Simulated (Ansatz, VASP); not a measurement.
Co: VASP beside Ansatz

INCAR

```
SYSTEM = Co
PREC = Accurate
ENCUT = 520
EDIFF = 1E-8
ISMEAR = -1
SIGMA = 0.05
LREAL = .FALSE.
LASPH = .TRUE.
NELM = 150
ALGO = Normal
ISIF = 2
LWAVE = .FALSE.
LCHARG = .FALSE.
ISPIN = 2
MAGMOM = 2 2
LORBIT = 11
LMAXMIX = 4
GGA = PS
LEFG = .TRUE.
NBANDS = 20
```

The input KPOINTS:

```
Automatic mesh
0
G
  19 19 10
  0 0 0
```

The input POSCAR:

```
Co
1.0
    2.4686208520      0.0000000000      0.0000000000
   -1.2343104260      2.1378883702      0.0000000000
    0.0000000000      0.0000000000      4.0910000000
Co
2
Direct
    0.3333333333      0.6666666667      0.2500000000
    0.6666666667      0.3333333333      0.7500000000
```

Input for Ansatz:

```yaml
crystal:
  lattice:
    - [2.468620852, 0.0, 0.0]
    - [-1.234310426, 2.1378883702, 0.0]
    - [0.0, 0.0, 4.091]
  atoms:
    - { symbol: Co, position: [0.3333333333, 0.6666666667, 0.25], spin: 2.0 }
    - { symbol: Co, position: [0.6666666667, 0.3333333333, 0.75], spin: 2.0 }
magnetization:
  spin_polarized: true
kpoints:
  mp_grid: { grid: [19, 19, 10] }
scf:
  occupations: { method: fermi_dirac, width: 0.05 }
hamiltonian:
  xc: pbesol
  pseudopotentials: { kind: all_electron, datasets: crystal }
output:
  forces: true
  stress: true
  eigenvalues: true
  efg: { contact_densities: true }
```

Change from the starting cell: equal xx and yy strain of -2 %, crystal datasets.

Alike in both runs: task electric field gradients; functional PBEsol; k mesh 19 × 19 × 10; occupations fermi-dirac, width 0.05 eV; collinear spin.

|  | VASP | Ansatz |
| --- | --- | --- |
| version | VASP 6.6.1 | Ansatz 0.2.0 |
| potentials or method | VASP PAW PBE potentials, release 64 (Co), cutoff 520 eV | all-electron PAW with datasets made for the crystal, scalar-relativistic |

|  | VASP | Ansatz | Ansatz less VASP |
| --- | --- | --- | --- |
| pressure (GPa) | -9.4 | -8.8 | +0.65 |
| traceless stress, the component that is largest in VASP (GPa) | -4.94 | -4.99 | -0.050 |
| net moment per atom (μB) | 1.60 | 1.61 | +0.010 |
| size of the moment on the site where the two differ most (μB) | 1.61 | 1.68 | +0.064 |
| size of Vzz on the site where it differs most (V/Å²) | 3.8 | 2.9 | -0.92 |

VASP's potentials were made for PBE, not for PBEsol. Site moments also hang on the region over which each program counts them. Ansatz ran all-electron here, and VASP with PAW potentials.
